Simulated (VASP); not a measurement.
## CuO: single point with RPBE+D3(BJ)

The system is CuO.

```
Cu O
1.0
     2.35736   -1.72263    0.00000
     2.35736    1.72263    0.00000
    -0.85566    0.00000    5.09137
Cu O
2 2
Direct
  0.50000 0.00000 0.50000
  0.00000 0.50000 0.00000
  0.41840 0.58160 0.75000
  0.58160 0.41840 0.25000
```

```
Program             : VASP 6.6.1
Task                : single point
Functional          : RPBE
Dispersion          : D3(BJ)
Potentials or basis : VASP PAW PBE potentials, release 64 (Cu, O)
Cutoff              : 520 eV
k mesh              : 10 × 10 × 5
Occupations         : fermi-dirac, width 0.05 eV
Spin                : no spin polarisation
```

The pressure is -14.0 GPa. The largest force is 0.155 eV/Å and the band gap on the k mesh is zero (bands 17 and 18 overlap by 0.60 eV). The dispersion energy per atom is -1.130 eV.

Forces in eV/Å, atoms in the order of the input:
```
Cu   0.000  0.000  0.000
Cu   0.000  0.000  0.000
O    0.000 -0.155  0.000
O    0.000  0.155  0.000
```

Stress tensor (GPa, compression positive):
```
-13.27   0.00  -1.72
  0.00 -14.05   0.00
 -1.72   0.00 -14.72
```

Levels at points of the mesh, in eV from the Fermi level:
```csv
k point,band 14,band 15,band 16,band 17,band 18,band 19,band 20,band 21
"(0.00, 0.00, 0.00)",-2.17,-2.12,-1.63,0.21,0.92,1.69,6.10,8.12
"(0.50, 0.00, 0.00)",-1.58,-1.48,-1.39,0.01,0.26,4.97,6.32,6.94
"(0.50, 0.50, 0.00)",-2.08,-1.65,-1.20,-0.65,1.05,3.49,7.13,8.57
```

Wall time 3.4 min on 1 thread of Intel Xeon 8259CL, on a shared host, peak memory 0.23 GiB.

Caveat: the cell stands under tension; the dispersion term is far too large for a dense solid, which distorts pressure and volume; the PAW data sets were made with another functional, which shifts forces and pressure a little; semilocal functionals often make such compounds metallic where correlation or magnetic order opens a gap, which also shifts bond lengths. With open d or f shells a metallic result of RPBE can be an artefact of self-interaction; +U or a hybrid may open a gap.
